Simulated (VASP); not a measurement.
Wanted: the native input for a VASP 6.6.1 run.

| Item | Value |
| --- | --- |
| Task | single point |
| Functional | PBE |
| Potentials or basis | VASP PAW PBE potentials, release 64 (Cd, Se) |
| Cutoff | 520 eV |
| k mesh | 4 × 4 × 6 |
| Occupations | gaussian, width 0.1 eV |
| Spin | no spin polarisation |
| Dipole correction | no |
| Further INCAR settings | ALGO = Normal; EDIFF = 1e-06; NBANDS = 35 |

The structure of Cd4Se lies in POSCAR:

```
Cd4Se
1.0
    6.1109289687      0.0000000000      0.0000000000
    0.0000000000      6.1109289687      0.0000000000
    0.0000000000      0.0000000000      3.8068886550
Cd Se
4 1
Direct
    0.7353951619      0.7353951619      0.0000000000
    0.2646048381      0.2646048381      0.0000000000
    0.2646048381      0.7353951619      0.0000000000
    0.7353951619      0.2646048381      0.0000000000
    0.0000000000      0.0000000000      0.5000000000
```

The cell was built from a structure type or drawn by symmetry, and may not be a known phase.

One way to write it, as run:

INCAR

```
PREC = Accurate
ENCUT = 520
EDIFF = 1E-6
ISMEAR = 0
SIGMA = 0.1
LREAL = F
LASPH = T
NELM = 60
ALGO = Normal
ISIF = 2
LWAVE = F
LCHARG = F
GGA = PE
NBANDS = 35
```

KPOINTS

```
regular mesh
0
Gamma
  4 4 6
```

Potentials or basis: VASP PAW PBE potentials, release 64 (Cd, Se).

Command:

```bash
$ cat potpaw_PBE.64/Cd/POTCAR potpaw_PBE.64/Se/POTCAR > POTCAR
$ mpirun -np 1 vasp_std > vasp.out
```

It gave:

```
Pressure               : 0.4 GPa
Largest force          : 0.021 eV/Å
Band gap on the k mesh : zero (bands 27 and 28 overlap by 0.58 eV)
```

Caveat: semilocal functionals underestimate gaps, so a narrow gap can read as zero.

Run time: 100 s on 1 thread of Intel(R) Xeon(R) Platinum 8375C CPU @ 2.90GHz (Ice Lake), with other jobs on the host, peak memory 0.29 GiB.
